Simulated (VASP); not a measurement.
# Al2Ru (Fddd) in VASP: single point with r2SCAN

Aim: the single point of Al2Ru with r2SCAN.

Program: VASP 6.6.1. These are calculated values, not measurements. Logs are shortened: lines on timing, memory, paths and dates and some standing lists are left out, and cuts for length are marked.

## Step 1: The cell of the first run

It takes space group Fddd (No. 70, orthorhombic). Conventional cell: a = 4.471 Å, b = 7.580 Å, c = 8.563 Å, α = 90.00°, β = 90.00°, γ = 90.00°. Within 3.3 Å of Al (site symmetry 2) lie 5 Ru at 2.49 to 2.58 Å and 9 Al at 2.51 to 3.07 Å. Ru (site symmetry 222) has 10 Al at 2.49 to 2.58 Å and 4 Ru at 3.07 Å within 3.3 Å.

## Step 2: Single point, r2SCAN (strain -0.050 along x and y, -0.025 along z)

POSCAR

```
Al2Ru
1.0
    0.0000000000      3.7900316501      4.2816682965
    2.2356935156      0.0000000000      4.2816682965
    2.2356935156      3.7900316501      0.0000000000
Al Ru
4 2
Direct
    0.0790459565      0.4209540435      0.0790459565
    0.4209540435      0.0790459565      0.4209540435
    0.1709540435      0.8290459565      0.1709540435
    0.8290459565      0.1709540435      0.8290459565
    0.7500000000      0.7500000000      0.7500000000
    0.5000000000      0.5000000000      0.5000000000
```

INCAR.step1

```
PREC = Accurate
ENCUT = 520
ISMEAR = 0
SIGMA = 0.03
LREAL = F
LASPH = T
NELM = 60
NBANDS = 29
GGA = PE
ALGO = Normal
EDIFF = 1E-4
LWAVE = T
LCHARG = F
```

INCAR.step2

```
PREC = Accurate
ENCUT = 520
EDIFF = 1E-6
ISMEAR = 0
SIGMA = 0.03
LREAL = F
LASPH = T
NELM = 60
ALGO = Normal
ISIF = 2
LWAVE = F
LCHARG = F
METAGGA = R2SCAN
LMIXTAU = T
NBANDS = 29
ISTART = 1
```

KPOINTS

```
Automatic mesh
0
Gamma
  10 10 10
```

Potentials or basis: VASP PAW PBE potentials, release 64 (Al, Ru_pv).

Run with:

```
$ cat potpaw_PBE.64/Al/POTCAR potpaw_PBE.64/Ru_pv/POTCAR > POTCAR
$ cp INCAR.step1 INCAR
$ mpirun -np 1 vasp_std > vasp.out
$ cp INCAR.step2 INCAR
$ mpirun -np 1 vasp_std > vasp.out
```

OUTCAR:

```text
PREC = Accurate
   ENCUT = 520
   EDIFF = 1E-6
   ISMEAR = 0
   LREAL = F
   LASPH = T
   NELM = 60
   ISIF = 2
   METAGGA = R2SCAN
   ISTART = 1

 ion  position               nearest neighbor table
   1  0.079  0.421  0.079-   6 2.49   6 2.49   5 2.49   3 2.51   3 2.51   2 2.54   2 2.54   5 2.58
                             5 2.58   2 2.59   4 3.07   4 3.07   4 3.07   4 3.07
   2  0.421  0.079  0.421-   6 2.49   6 2.49   5 2.49   4 2.51   4 2.51   1 2.54   1 2.54   5 2.58
                             5 2.58   1 2.59   3 3.07   3 3.07   3 3.07   3 3.07
   3  0.171  0.829  0.171-   5 2.49   5 2.49   6 2.49   1 2.51   1 2.51   4 2.54   4 2.54   6 2.58
                             6 2.58   4 2.59   2 3.07   2 3.07   2 3.07   2 3.07
   4  0.829  0.171  0.829-   5 2.49   5 2.49   6 2.49   2 2.51   2 2.51   3 2.54   3 2.54   6 2.58
                             6 2.58   3 2.59   1 3.07   1 3.07   1 3.07   1 3.07
   5  0.750  0.750  0.750-   4 2.49   3 2.49   4 2.49   3 2.49   1 2.49   2 2.49   2 2.58   2 2.58
                             1 2.58   1 2.58   6 3.07   6 3.07   6 3.07   6 3.07
   6  0.500  0.500  0.500-   1 2.49   2 2.49   1 2.49   2 2.49   3 2.49   4 2.49   3 2.58   3 2.58
                             4 2.58   4 2.58   5 3.07   5 3.07   5 3.07   5 3.07

  LATTYP: Found a face centered orthorhombic cell.
 ALAT       =     4.4713870312
 B/A-ratio  =     1.6952375733
 C/A-ratio  =     1.9151409917

  Lattice vectors:

 A1 = (   0.0000000000,   3.7900316501,   4.2816682965)
 A2 = (   2.2356935156,   0.0000000000,   4.2816682965)
 A3 = (   2.2356935156,   3.7900316501,   0.0000000000)

Analysis of symmetry for initial positions (statically):
=====================================================================
 Subroutine PRICEL returns:
 Original cell was already a primitive cell.

 Routine SETGRP: Setting up the symmetry group for a
 face centered orthorhombic supercell.

 Subroutine GETGRP returns: Found  8 space group operations
 (whereof  4 operations were pure point group operations)
 out of a pool of  8 trial point group operations.

The static configuration has the point symmetry D_2 .
 The point group associated with its full space group is D_2h.

Analysis of symmetry for dynamics (positions and initial velocities):
=====================================================================
 Subroutine PRICEL returns:
 Original cell was already a primitive cell.

 Routine SETGRP: Setting up the symmetry group for a
 face centered orthorhombic supercell.

 Subroutine GETGRP returns: Found  8 space group operations
 (whereof  4 operations were pure point group operations)
 out of a pool of  8 trial point group operations.

The dynamic configuration has the point symmetry D_2 .
 The point group associated with its full space group is D_2h.

 Subroutine INISYM returns: Found  8 space group operations
 (whereof  4 operations are pure point group operations),
 and found     1 'primitive' translations

----------------------------------------------------------------------------------------

                                     Primitive cell

  volume of cell :      72.5601

  direct lattice vectors                    reciprocal lattice vectors
     0.000000000  3.790031650  4.281668297    -0.223644250  0.131925020  0.116776912
     2.235693516  0.000000000  4.281668297     0.223644250 -0.131925020  0.116776912
     2.235693516  3.790031650  0.000000000     0.223644250  0.131925020 -0.116776912

  length of vectors
     5.718131103  4.830218307  4.400302876     0.284706531  0.284706531  0.284706531

  position of ions in fractional coordinates (direct lattice)
     0.079045957  0.420954043  0.079045957
     0.420954043  0.079045957  0.420954043
     0.170954043  0.829045957  0.170954043
     0.829045957  0.170954043  0.829045957
     0.750000000  0.750000000  0.750000000
     0.500000000  0.500000000  0.500000000

  ion indices of the primitive-cell ions
   primitive index   ion index
                 1           1
                 2           2
                 3           3
                 4           4
                 5           5
                 6           6

----------------------------------------------------------------------------------------

 KPOINTS: Automatic mesh

Automatic generation of k-mesh.
 Grid dimensions read from file:
 generate k-points for:   10   10   10

 Generating k-lattice:

  Cartesian coordinates                     Fractional coordinates (reciprocal lattice)
    -0.022364425  0.013192502  0.011677691     0.100000000  0.000000000  0.000000000
     0.022364425 -0.013192502  0.011677691    -0.000000000  0.100000000 -0.000000000
     0.022364425  0.013192502 -0.011677691     0.000000000  0.000000000  0.100000000

  Length of vectors
     0.028470653  0.028470653  0.028470653

  Shift w.r.t. Gamma in fractional coordinates (k-lattice)
     0.000000000  0.000000000  0.000000000

 Subroutine IBZKPT returns following result:
 ===========================================

 Found    171 irreducible k-points:

 Following reciprocal coordinates:
            Coordinates               Weight
  0.000000  0.000000  0.000000      1.000000
  0.100000  0.000000  0.000000      8.000000
  0.200000  0.000000  0.000000      8.000000
  0.300000  0.000000  0.000000      8.000000
  0.400000  0.000000  0.000000      8.000000
  0.500000  0.000000  0.000000      4.000000
[... 16 lines left out ...]
  0.300000  0.300000  0.000000      2.000000
  0.400000  0.300000  0.000000      8.000000
 [... further k-points ...]
   k-points           NKPTS =    171   k-points in BZ     NKDIM =    171   number of bands    NBANDS=     29
   number of dos      NEDOS =    301   number of ions     NIONS =      6
   total plane-waves  NPLWV =  62208
   dimension x,y,z NGX =    48 NGY =   36 NGZ =   36
   dimension x,y,z NGXF=    96 NGYF=   72 NGZF=   72
   ions per type =               4   2
   NGX,Y,Z   is equivalent  to a cutoff of  13.96, 12.39, 13.60 a.u.
   NGXF,Y,Z  is equivalent  to a cutoff of  27.91, 24.78, 27.20 a.u.
 SYSTEM =  unknown system
   PREC   = accura    normal or accurate (medium, high low for compatibility)
   ISTART =      1    job   : 0-new  1-cont  2-samecut
   ICHARG =      0    charge: 1-file 2-atom 10-const
   ISPIN  =      1    spin polarized calculation?
   LNONCOLLINEAR =      F non collinear calculations
   LSORBIT =      F    spin-orbit coupling
   LASPH  =      T    aspherical Exc in radial PAW
   ENCUT  =  520.0 eV  38.22 Ry    6.18 a.u.  10.63  8.98  8.18*2*pi/ulx,y,z
   NELM   =     60;   NELMIN=  2; NELMDL=  0     # of ELM steps
   EDIFF  = 0.1E-05   stopping-criterion for ELM
   LREAL  =      F    real-space projection
   EDIFFG = 0.1E-04   stopping-criterion for IOM
   NSW    =      0    number of steps for IOM
   IBRION =     -1    ionic relax: 0-MD 1-quasi-New 2-CG
   NFREE  =      0    steps in history (QN), initial steepest desc. (CG)
   ISIF   =      2    stress and relaxation
   ISYM   =      2    0-nonsym 1-usesym 2-fastsym
   POTIM  = 0.5000    time-step for ionic-motion
   TEBEG  =    0.0;   TEEND  =   0.0 temperature during run
   PSTRESS=    0.0 pullay stress
   NELECT =      40.0000    total number of electrons
   NUPDOWN=      -1.0000    fix difference up-down
   EMIN   =  10.00;   EMAX   =-10.00  energy-range for DOS
   EFERMI =   0.00;   METHOD = LEGACY
   ISMEAR =     0;   SIGMA  =   0.03  broadening in eV -4-tet -1-fermi 0-gaus
   EFERMI_NEDOS =   21; number of points for ismear=-14 and -15
   IALGO  =     38    algorithm
   IMIX   =      4    mixing-type and parameters
     AMIX     =   0.40;   BMIX     =  1.00
     AMIX_MAG =   1.60;   BMIX_MAG =  1.00
  volume/ion in A,a.u.               =      12.09        81.61
  Fermi-wavevector in a.u.,A,eV,Ry     =   1.342339  2.536652 24.515974  1.801873
  Thomas-Fermi vector in A             =   2.470501
   LORBIT       =      0    0 simple, 1 ext, 2 COOP (PROOUT), +10 PAW based schemes
   METAGGA = R2SCAN    functional components
   LHFCALC =     F    Hartree Fock is set to
   AEXX    =    0.0000 exact exchange contribution
   IVDW    =     0    specifies the selected vdW correction
   LEPSILON=     F    determine dielectric tensor
   LRPA    =     F    only Hartree local field effects (RPA)
 non-spin polarized calculation
 Gauss-broadening in eV      SIGMA  =   0.03
  energy-cutoff  :      520.00
  volume of cell :       72.56
 maximum number of plane-waves:      1978
 NGX is ok and might be reduce to    48
   NGX = 21   NGY = 17   NGZ = 17

 number of electron      39.9999999 magnetization

 Free energy of the ion-electron system (eV)
  ---------------------------------------------------
  ext. energy  EPLUGINS =         0.00000000
  ---------------------------------------------------
  free energy    TOTEN  =       -81.58423654 eV

  energy without entropy =      -81.58420981  energy(sigma->0) =      -81.58422318

 E-fermi :  12.6891     XC(G=0): -13.4998

 val. band max:       12.6711634028   @ k =   0.0000   0.0000   0.0000
 cond. band min:      12.7163333309   @ k =   0.0000   0.3000   0.3000
 fundamental gap:      0.0451699281
 Fermi energy:        12.6890804675

 k-point     1 :       0.0000    0.0000    0.0000
  band No.  band energies     occupation
      1     -31.8566      2.00000
      2     -31.7695      2.00000
      3     -31.7029      2.00000
      4     -31.6702      2.00000
      5     -31.6568      2.00000
      6     -31.6530      2.00000
[... 21 lines left out ...]
     28      17.4145      0.00000
     29      17.8625      0.00000

 k-point     2 :       0.1000    0.0000    0.0000
  band No.  band energies     occupation
      1     -31.8550      2.00000
      2     -31.7704      2.00000
      3     -31.7052      2.00000
      4     -31.6712      2.00000
      5     -31.6554      2.00000
      6     -31.6529      2.00000
[... 21 lines left out ...]
     28      18.0542      0.00000
     29      18.3025      0.00000

 k-point     3 :       0.2000    0.0000    0.0000
  band No.  band energies     occupation
      1     -31.8508      2.00000
      2     -31.7726      2.00000
      3     -31.7125      2.00000
      4     -31.6716      2.00000
      5     -31.6551      2.00000
      6     -31.6507      2.00000
[... 638 lines left out ...]
      5     -31.6450      2.00000
      6     -31.6376      2.00000
[... 21 lines left out ...]
     28      18.1974      0.00000
     29      18.9358      0.00000

 k-point    24 :       0.4000    0.3000    0.0000
  band No.  band energies     occupation
      1     -31.8184      2.00000
      2     -31.7594      2.00000
      3     -31.7446      2.00000
      4     -31.7125      2.00000
      5     -31.6432      2.00000
      6     -31.6370      2.00000
[... 21 lines left out ...]
     28      18.5801      0.00000
     29      19.3413      0.00000

 [... further k-points ...]
[... 5 lines left out ...]
  --------------------------------------------------------------------------------------
  -------------------------------------------------------------------------------------
  Total       16.0331968     14.6564524     11.4342209      0.0000000      0.0000000      0.0000000
  in kB      354.0239035    323.6244509    252.4753844      0.0000000      0.0000000      0.0000000
  external PRESSURE =     310.0412463 kB  Pullay stress =       0.0000000 kB

 VOLUME and BASIS-vectors are now :
 -----------------------------------------------------------------------------
  energy-cutoff  :      520.00
  volume of cell :       72.56
      direct lattice vectors                 reciprocal lattice vectors
     0.000000000  3.790031650  4.281668297    -0.223644250  0.131925020  0.116776912
     2.235693516  0.000000000  4.281668297     0.223644250 -0.131925020  0.116776912
     2.235693516  3.790031650  0.000000000     0.223644250  0.131925020 -0.116776912

 POSITION                                       TOTAL-FORCE (eV/Angst)
 -----------------------------------------------------------------------------------
      1.11785      0.59917      2.14083        -0.000000      0.298209      0.000000
      1.11785      3.19086      2.14083        -0.000000     -0.298209      0.000000
      2.23569      1.29584      4.28167         0.000000     -0.298209     -0.000000
      2.23569      6.28422      4.28167         0.000000      0.298209     -0.000000
      3.35354      5.68505      6.42250         0.000000      0.000000      0.000000
      2.23569      3.79003      4.28167        -0.000000      0.000000      0.000000
 -----------------------------------------------------------------------------------
    total drift:                               -0.000000     -0.000000     -0.000000

  FREE ENERGIE OF THE ION-ELECTRON SYSTEM (eV)
  ---------------------------------------------------
  free  energy   TOTEN  =       -81.5842365416 eV

  energy  without entropy=      -81.5842098141  energy(sigma->0) =      -81.58422318
```

Run time: 39 min. Hardware: 1 thread of Intel Xeon Platinum 8375C at 2.90GHz (Ice Lake), shared host; peak memory 0.46 GiB.

Results:

* Free energy: -81.5842 eV
* Pressure: 31.0 GPa
* Largest force: 0.298 eV/Å
* Band gap on the k mesh: 0.05 eV, indirect (least direct gap 1.56 eV)

Forces in eV/Å, atoms in the order of the input:
```
Al   0.000  0.298  0.000
Al   0.000 -0.298  0.000
Al   0.000 -0.298  0.000
Al   0.000  0.298  0.000
Ru   0.000  0.000  0.000
Ru   0.000  0.000  0.000
```

Caveat: the cell differs from its parent crystal (strain -0.050 along x and y, -0.025 along z); the PAW data sets were made with another functional, which shifts forces and pressure a little.
